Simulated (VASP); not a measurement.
# BN (P6_3/mmc) in VASP: further runs

BN is run at these levels: PBE-based screened hybrid, PBEsol-based screened hybrid, PBE0, LDA; tasks: single point.

All numbers are computed with VASP 6.6.1; they aren't measurements. Logs are shortened: lines on timing, memory, paths and dates and some standing lists are left out, and cuts for length are marked.

### Step 1. The cell of the first run

Symmetry: P6_3/mmc, No. 194, hexagonal system. Conventional cell: a = 2.496 Å, b = 2.496 Å, c = 7.960 Å, α = 90.00°, β = 90.00°, γ = 120.00°. Within 1.9 Å of N (site symmetry -6m2) lie 3 B at 1.44 Å. Within 1.9 Å of B (site symmetry -6m2) lie 3 N at 1.44 Å.

### Step 2. Single point, PBE-based screened hybrid

Input file POSCAR:

```
BN
1.0
    2.4957765784      0.0000000000      0.0000000000
   -1.2478882892      2.1614059190      0.0000000000
    0.0000000000      0.0000000000      7.9595967648
N B
2 2
Direct
    0.6666666667      0.3333333333      0.2500000000
    0.3333333333      0.6666666667      0.7500000000
    0.6666666667      0.3333333333      0.7500000000
    0.3333333333      0.6666666667      0.2500000000
```

Input file INCAR.step1:

```
ALGO = Normal
EDIFF = 1E-5
ENCUT = 520
GGA = PE
ISIF = 2
ISMEAR = -1
LASPH = True
LCHARG = False
LREAL = False
LWAVE = True
NBANDS = 16
NELM = 80
PREC = Accurate
SIGMA = 0.05
```

Input file INCAR.step2:

```
AEXX = 0.25
ALGO = Normal
EDIFF = 1E-6
ENCUT = 520
GGA = PE
HFSCREEN = 0.3
ISIF = 2
ISMEAR = -1
ISTART = 1
LASPH = True
LCHARG = False
LHFCALC = True
LREAL = False
LWAVE = False
NBANDS = 16
NELM = 80
PREC = Accurate
PRECFOCK = Normal
SIGMA = 0.05
```

Input file KPOINTS:

```
k-points
0
Gamma
  6 6 2
```

Potentials or basis: VASP PAW PBE potentials, release 64 (N, B).

Run with:

```bash
$ cat potpaw_PBE.64/N/POTCAR potpaw_PBE.64/B/POTCAR > POTCAR
$ cp INCAR.step1 INCAR
$ mpirun -np 1 vasp_std > vasp.out
$ cp INCAR.step2 INCAR
$ mpirun -np 1 vasp_std > vasp.out
```

OUTCAR:

```text
AEXX = 0.25
   EDIFF = 1E-6
   ENCUT = 520
   GGA = PE
   HFSCREEN = 0.3
   ISIF = 2
   ISMEAR = -1
   ISTART = 1
   LASPH = True
   LHFCALC = True
   LREAL = False
   NELM = 80
   PREC = Accurate
   PRECFOCK = Normal

 ion  position               nearest neighbor table
   1  0.667  0.333  0.250-   4 1.44   4 1.44   4 1.44
   2  0.333  0.667  0.750-   3 1.44   3 1.44   3 1.44
   3  0.667  0.333  0.750-   2 1.44   2 1.44   2 1.44
   4  0.333  0.667  0.250-   1 1.44   1 1.44   1 1.44

  LATTYP: Found a hexagonal cell.
 ALAT       =     2.4957765784
 C/A-ratio  =     3.1892264851

  Lattice vectors:

 A1 = (   2.4957765784,   0.0000000000,   0.0000000000)
 A2 = (  -1.2478882892,   2.1614059190,   0.0000000000)
 A3 = (   0.0000000000,   0.0000000000,   7.9595967648)

Analysis of symmetry for initial positions (statically):
=====================================================================
 Subroutine PRICEL returns:
 Original cell was already a primitive cell.

 Routine SETGRP: Setting up the symmetry group for a
 hexagonal supercell.

 Subroutine GETGRP returns: Found 24 space group operations
 (whereof 12 operations were pure point group operations)
 out of a pool of 24 trial point group operations.

The static configuration has the point symmetry D_3d.
 The point group associated with its full space group is D_6h.

Analysis of symmetry for dynamics (positions and initial velocities):
=====================================================================
 Subroutine PRICEL returns:
 Original cell was already a primitive cell.

 Routine SETGRP: Setting up the symmetry group for a
 hexagonal supercell.

 Subroutine GETGRP returns: Found 24 space group operations
 (whereof 12 operations were pure point group operations)
 out of a pool of 24 trial point group operations.

The dynamic configuration has the point symmetry D_3d.
 The point group associated with its full space group is D_6h.

 Subroutine INISYM returns: Found 24 space group operations
 (whereof 12 operations are pure point group operations),
 and found     1 'primitive' translations

----------------------------------------------------------------------------------------

                                     Primitive cell

  volume of cell :      42.9371

  direct lattice vectors                    reciprocal lattice vectors
     2.495776578  0.000000000  0.000000000     0.400676891  0.231330911  0.000000000
    -1.247888289  2.161405919  0.000000000     0.000000000  0.462661822  0.000000000
     0.000000000  0.000000000  7.959596765     0.000000000  0.000000000  0.125634505

  length of vectors
     2.495776578  2.495776578  7.959596765     0.462661822  0.462661822  0.125634505

  position of ions in fractional coordinates (direct lattice)
     0.666666667  0.333333333  0.250000000
     0.333333333  0.666666667  0.750000000
     0.666666667  0.333333333  0.750000000
     0.333333333  0.666666667  0.250000000

  ion indices of the primitive-cell ions
   primitive index   ion index
                 1           1
                 2           2
                 3           3
                 4           4

----------------------------------------------------------------------------------------

 KPOINTS: k-points

Automatic generation of k-mesh.
 Grid dimensions read from file:
 generate k-points for:    6    6    2

 Generating k-lattice:

  Cartesian coordinates                     Fractional coordinates (reciprocal lattice)
     0.066779482  0.038555152  0.000000000     0.166666667  0.000000000  0.000000000
     0.000000000  0.077110304  0.000000000     0.000000000  0.166666667  0.000000000
     0.000000000  0.000000000  0.062817253     0.000000000  0.000000000  0.500000000

  Length of vectors
     0.077110304  0.077110304  0.062817253

  Shift w.r.t. Gamma in fractional coordinates (k-lattice)
     0.000000000  0.000000000  0.000000000

 Subroutine IBZKPT returns following result:
 ===========================================

 Found     14 irreducible k-points:

 Following reciprocal coordinates:
            Coordinates               Weight
  0.000000  0.000000  0.000000      1.000000
  0.166667 -0.000000  0.000000      6.000000
  0.333333  0.000000  0.000000      6.000000
  0.500000  0.000000  0.000000      3.000000
  0.166667  0.166667  0.000000      6.000000
  0.333333  0.166667  0.000000     12.000000
  0.333333  0.333333  0.000000      2.000000
  0.000000  0.000000  0.500000      1.000000
  0.166667 -0.000000  0.500000      6.000000
  0.333333  0.000000  0.500000      6.000000
  0.500000  0.000000  0.500000      3.000000
  0.166667  0.166667  0.500000      6.000000
  0.333333  0.166667  0.500000     12.000000
  0.333333  0.333333  0.500000      2.000000
   k-points           NKPTS =     14   k-points in BZ     NKDIM =     72   number of bands    NBANDS=     16
   number of dos      NEDOS =    301   number of ions     NIONS =      4
   total plane-waves  NPLWV =  24000
   dimension x,y,z NGX =    20 NGY =   20 NGZ =   60
   dimension x,y,z NGXF=    40 NGYF=   40 NGZF=  120
   ions per type =               2   2
   NGX,Y,Z   is equivalent  to a cutoff of  13.32, 13.32, 12.53 a.u.
   NGXF,Y,Z  is equivalent  to a cutoff of  26.64, 26.64, 25.06 a.u.
 SYSTEM =  unknown system
   PREC   = accura    normal or accurate (medium, high low for compatibility)
   ISTART =      1    job   : 0-new  1-cont  2-samecut
   ICHARG =      0    charge: 1-file 2-atom 10-const
   ISPIN  =      1    spin polarized calculation?
   LNONCOLLINEAR =      F non collinear calculations
   LSORBIT =      F    spin-orbit coupling
   LASPH  =      T    aspherical Exc in radial PAW
   ENCUT  =  520.0 eV  38.22 Ry    6.18 a.u.   4.64  4.64 14.80*2*pi/ulx,y,z
   NELM   =     80;   NELMIN=  2; NELMDL=  0     # of ELM steps
   EDIFF  = 0.1E-05   stopping-criterion for ELM
   LREAL  =      F    real-space projection
   EDIFFG = 0.1E-04   stopping-criterion for IOM
   NSW    =      0    number of steps for IOM
   IBRION =     -1    ionic relax: 0-MD 1-quasi-New 2-CG
   NFREE  =      0    steps in history (QN), initial steepest desc. (CG)
   ISIF   =      2    stress and relaxation
   ISYM   =      3    0-nonsym 1-usesym 2-fastsym
   POTIM  = 0.5000    time-step for ionic-motion
   TEBEG  =    0.0;   TEEND  =   0.0 temperature during run
   PSTRESS=    0.0 pullay stress
   NELECT =      16.0000    total number of electrons
   NUPDOWN=      -1.0000    fix difference up-down
   EMIN   =  10.00;   EMAX   =-10.00  energy-range for DOS
   EFERMI =   0.00;   METHOD = LEGACY
   ISMEAR =    -1;   SIGMA  =   0.05  broadening in eV -4-tet -1-fermi 0-gaus
   EFERMI_NEDOS =   21; number of points for ismear=-14 and -15
   IALGO  =     38    algorithm
   IMIX   =      1    mixing-type and parameters
     AMIX     =   0.40;   BMIX     =  1.00
     AMIX_MAG =   1.60;   BMIX_MAG =  1.00
  volume/ion in A,a.u.               =      10.73        72.44
  Fermi-wavevector in a.u.,A,eV,Ry     =   1.178068  2.226226 18.882775  1.387845
  Thomas-Fermi vector in A             =   2.314404
   LORBIT       =      0    0 simple, 1 ext, 2 COOP (PROOUT), +10 PAW based schemes
   GGA     = PE    functional components
   LHFCALC =     T    Hartree Fock is set to
   PRECFOCK=normal    Normal, Fast or Accurate (Low or Medium for compatibility)
   ENCUT4O =  -1.0   cutoff for four orbital integrals eV
   NKREDX  =     1    reduce k-point grid by
   NKREDY  =     1    reduce k-point grid by
   NKREDZ  =     1    reduce k-point grid by
   AEXX    =    0.2500 exact exchange contribution
   HFSCREEN=    0.3000 screening length (either q_TF or 0.3 A-1)
   HFSCREENC=   0.3000 screening length for correlation (either q_TF or 0.3 A-1)
   ENCUTFOCK=  -1.0 apply spherical cutoff to Coloumb kernel
   IVDW    =     0    specifies the selected vdW correction
   LEPSILON=     F    determine dielectric tensor
   LRPA    =     F    only Hartree local field effects (RPA)
 non-spin polarized calculation
  energy-cutoff  :      520.00
  volume of cell :       42.94
 maximum number of plane-waves:      1174
 NGX is ok and might be reduce to    20
  NGX = 14; NGY = 14; NGZ = 48

 number of electron      15.9999997 magnetization

 Free energy of the ion-electron system (eV)
  ---------------------------------------------------
  ext. energy  EPLUGINS =         0.00000000
  ---------------------------------------------------
  free energy    TOTEN  =       -40.05455153 eV

  energy without entropy =      -40.05455153  energy(sigma->0) =      -40.05455153

 E-fermi :   1.4580     XC(G=0):  -7.5375

 val. band max:        0.3122484422   @ k =   0.3333   0.3333   0.5000
 cond. band min:       5.6557422750   @ k =   0.0000   0.0000   0.0000
 fundamental gap:      5.3434938329
 Fermi energy:         1.4580158221

 k-point     1 :       0.0000    0.0000    0.0000
  band No.  band energies     occupation
      1     -19.1815      2.00000
      2     -19.1160      2.00000
      3      -5.8211      2.00000
      4      -4.9934      2.00000
      5      -1.2494      2.00000
      6      -1.2494      2.00000
[... 8 lines left out ...]
     15      13.4897      0.00000
     16      14.9280      0.00000

 k-point     2 :       0.1667   -0.0000    0.0000
  band No.  band energies     occupation
      1     -18.6034      2.00000
      2     -18.5427      2.00000
      3      -5.0168      2.00000
      4      -4.2264      2.00000
      5      -3.3824      2.00000
      6      -3.3780      2.00000
[... 8 lines left out ...]
     15      15.2703      0.00000
     16      15.8232      0.00000

 k-point     3 :       0.3333    0.0000    0.0000
  band No.  band energies     occupation
      1     -17.0494      2.00000
      2     -17.0048      2.00000
      3      -7.2834      2.00000
      4      -7.2718      2.00000
      5      -3.6860      2.00000
      6      -3.6761      2.00000
[... 8 lines left out ...]
     15      16.7253      0.00000
     16      19.5413      0.00000
[... 172 lines left out ...]
 k-point    13 :       0.3333    0.1667    0.5000
  band No.  band energies     occupation
      1     -15.8838      2.00000
      2     -15.8838      2.00000
      3      -8.5717      2.00000
      4      -8.5717      2.00000
      5      -5.5607      2.00000
      6      -5.5607      2.00000
[... 8 lines left out ...]
     15      16.8954      0.00000
     16      16.8954      0.00000

 k-point    14 :       0.3333    0.3333    0.5000
  band No.  band energies     occupation
      1     -15.1548      2.00000
      2     -15.1548      2.00000
      3      -8.3542      2.00000
      4      -8.3542      2.00000
      5      -7.6268      2.00000
      6      -7.6268      2.00000
[... 8 lines left out ...]
     15      18.1012      0.00000
     16      18.1012      0.00000

------------------------ aborting loop because EDIFF is reached ----------------------------------------

  FORCE on cell =-STRESS in cart. coord.  units (eV):
  Direction    XX          YY          ZZ          XY          YZ          ZX
  --------------------------------------------------------------------------------------
  -------------------------------------------------------------------------------------
  Total        0.0950012      0.0950012     -0.0335331      0.0000000     -0.0000000      0.0000000
  in kB        3.5449202      3.5449202     -1.2512722      0.0000000     -0.0000000      0.0000000
  external PRESSURE =       1.9461894 kB  Pullay stress =       0.0000000 kB

 VOLUME and BASIS-vectors are now :
 -----------------------------------------------------------------------------
  energy-cutoff  :      520.00
  volume of cell :       42.94
      direct lattice vectors                 reciprocal lattice vectors
     2.495776578  0.000000000  0.000000000     0.400676891  0.231330911  0.000000000
    -1.247888289  2.161405919  0.000000000     0.000000000  0.462661822  0.000000000
     0.000000000  0.000000000  7.959596765     0.000000000  0.000000000  0.125634505

 POSITION                                       TOTAL-FORCE (eV/Angst)
 -----------------------------------------------------------------------------------
      1.24789      0.72047      1.98990        -0.000000      0.000000     -0.000000
     -0.00000      1.44094      5.96970         0.000000      0.000000      0.000000
      1.24789      0.72047      5.96970         0.000000     -0.000000     -0.000000
     -0.00000      1.44094      1.98990        -0.000000      0.000000      0.000000
 -----------------------------------------------------------------------------------
    total drift:                               -0.000000      0.000000      0.000000

  FREE ENERGIE OF THE ION-ELECTRON SYSTEM (eV)
  ---------------------------------------------------
  free  energy   TOTEN  =       -40.0545515343 eV

  energy  without entropy=      -40.0545515343  energy(sigma->0) =      -40.05455153
```

Wall time 8.4 min (1 thread of AMD EPYC 7R43 (Zen 3), shared host); peak memory 0.22 GiB.

What came out:

```
Free energy            : -40.0546 eV
Pressure               : 0.2 GPa
Band gap on the k mesh : 5.34 eV, indirect (least direct gap 5.86 eV)
```

Stress tensor (GPa, compression positive):
```
 0.35  0.00  0.00
 0.00  0.35  0.00
 0.00  0.00 -0.13
```

Caveat: the k points lie up to 0.48 Å⁻¹ apart; the PAW data sets were made with another functional, which shifts forces and pressure a little. A k mesh can miss the band edges.

[end of part 1 of 3]
